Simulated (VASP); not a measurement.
MgBe2S3:

```
Mg Be S
1.0
     3.57054    0.00000    0.00000
     0.00000    3.57054    0.00000
     0.00000    0.00000    7.86597
Mg Be S
1 2 3
Direct
  0.00000 0.00000 0.00000
  0.00000 0.50000 0.73761
  0.50000 0.00000 0.26239
  0.50000 0.50000 0.00000
  0.00000 0.50000 0.37863
  0.50000 0.00000 0.62137
```

The cell was built from a structure type or drawn by symmetry, and may not be a known phase.

```yaml
Program: VASP 6.6.1
Task: relaxation of cell and atoms
Functional: PBE
Potentials_or_basis: VASP PAW PBE potentials, release 64 (Mg_sv, Be, S)
Cutoff: 750 eV
k_mesh: 6 × 6 × 2
Occupations: gaussian, width 0.1 eV
Spin: no spin polarisation
```

At the start: pressure -8.5 GPa; volume 16.71 Å³/atom.

Q: How do energy, volume and symmetry change on relaxing?

A: Over 16 steps the energy falls by 795.1 meV/atom and the volume is 18.53 Å³/atom (+10.9 %); space group P-4m2 (No. 115, to 0.1 Å) before and after.

Step by step:
| step | energy change (eV) | largest force (eV/Å) | pressure (GPa) | volume (Å³) |
| --- | --- | --- | --- | --- |
| 1 | 0.0000 | 2.4450 | -8.53 | 100.28 |
| 2 | -1.3455 | 2.2861 | -0.59 | 87.90 |
| 3 | -1.6443 | 1.9913 | 9.48 | 80.08 |
| 4 | -2.4693 | 1.4292 | 5.83 | 83.81 |
| 5 | -2.9073 | 1.8054 | 1.32 | 89.13 |
| 6 | -3.6003 | 1.5357 | -0.56 | 93.16 |
| 7 | -4.4696 | 0.9615 | -0.90 | 100.10 |
| 8 | -2.2401 | 8.4444 | 15.33 | 113.80 |
| 9 | -4.6766 | 0.2859 | 0.91 | 101.68 |
| 10 | -4.7021 | 0.1078 | 1.55 | 102.80 |
| 11 | -4.7035 | 0.2834 | 1.94 | 103.40 |
| 12 | -4.7015 | 0.7116 | -2.52 | 111.39 |
| 13 | -4.7356 | 0.2922 | -0.40 | 107.22 |
| 14 | -4.7546 | 0.2338 | 0.15 | 108.25 |
| 15 | -4.7592 | 0.1929 | 0.55 | 108.94 |
| 16 | -4.7705 | 0.0343 | 0.18 | 111.17 |

Final structure:
```yaml
crystal:
  lattice:
    - [3.34442, 0.00000, 0.00000]
    - [0.00000, 3.34442, 0.00000]
    - [0.00000, 0.00000, 9.93888]
  atoms:
    - { symbol: Mg, position: [0.00000, 0.00000, 0.00000] }
    - { symbol: Be, position: [0.00000, 0.50000, 0.58111] }
    - { symbol: Be, position: [0.50000, 0.00000, 0.41889] }
    - { symbol: S, position: [0.50000, 0.50000, 0.00000] }
    - { symbol: S, position: [0.00000, 0.50000, 0.37349] }
    - { symbol: S, position: [0.50000, 0.00000, 0.62651] }
```

Caveat: a cell axis changed by over 15 % at a fixed basis, so the end point is rough.
